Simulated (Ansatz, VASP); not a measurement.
**Cr: VASP beside Ansatz**

```xyz
4
Lattice="4.0284 0.0000 0.0000 -2.0142 3.4887 0.0000 0.0000 0.0000 15.4669" Properties=species:S:1:pos:R:3 pbc="T T T"
Cr    0.0000    0.0000    6.5253
Cr    0.0000    2.3258    7.4258
Cr    2.0142    1.1629    8.0410
Cr    0.0000    0.0000    8.9417
```

Alike in both runs: functional PBE; k mesh 10 × 10 × 1; occupations fermi-dirac, width 0.08 eV; collinear spin.

Ansatz relaxed the structure, and its values are those at the end. VASP's run is a single point on that final structure, the one shown.

|  | VASP | Ansatz |
| --- | --- | --- |
| version | VASP 6.6.1 | Ansatz 0.2.0 |
| potentials or method | VASP PAW PBE potentials, release 64 (Cr_pv) | PAW with Ansatz's default frozen-core files, scalar-relativistic |
| plane-wave cutoff (eV) | 520 | 420 |
| valence electrons in the cell | 48 | 56 |

```csv
,VASP,Ansatz,Ansatz less VASP
rms of the force components (eV/Å),0.518,0.004,-0.5149
net moment per atom (μB),0.85,0.00,-0.853
size of the moment on the site where the two differ most (μB),1.20,2.06,+0.862
```

The net moments are unlike, so the other rows may belong to different states. Site moments also hang on the region over which each program counts them. VASP's potentials hold 48 valence electrons a cell and Ansatz's 56, so a difference there can come from the potentials and not from the codes. Ansatz's warnings: seeded moment not kept, stress scf threshold loose, vacuum density over bound.
